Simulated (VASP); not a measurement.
A run of VASP 6.6.1:

Contents of INCAR:

```
PREC = Accurate
ENCUT = 520
EDIFF = 1E-6
ISMEAR = -1
SIGMA = 0.05
LREAL = False
LASPH = True
NELM = 60
ALGO = Normal
ISIF = 2
LWAVE = False
LCHARG = False
GGA = PE
NBANDS = 8
```

The input KPOINTS:

```
regular mesh
0
Gamma
  22 22 22
```

Contents of POSCAR:

```
Al
1.0
    0.0000000000      2.0206785445      2.0206785445
    2.0206785445      0.0000000000      2.0206785445
    2.0206785445      2.0206785445      0.0000000000
Al
1
Direct
    0.0000000000      0.0000000000      0.0000000000
```

Potentials or basis: VASP PAW PBE potentials, release 64 (Al).

Launch:

```console
$ cat potpaw_PBE.64/Al/POTCAR > POTCAR
$ mpirun -np 1 vasp_std > vasp.out
```

Hardware: 1 thread of Intel Xeon 8259CL (shared host).

Q: Estimate the wall time of this run.

A: Wall time 27 s on 1 thread of Intel Xeon 8259CL, on a shared host, peak memory 0.16 GiB. Counts: scf iterations 10, k points 328.
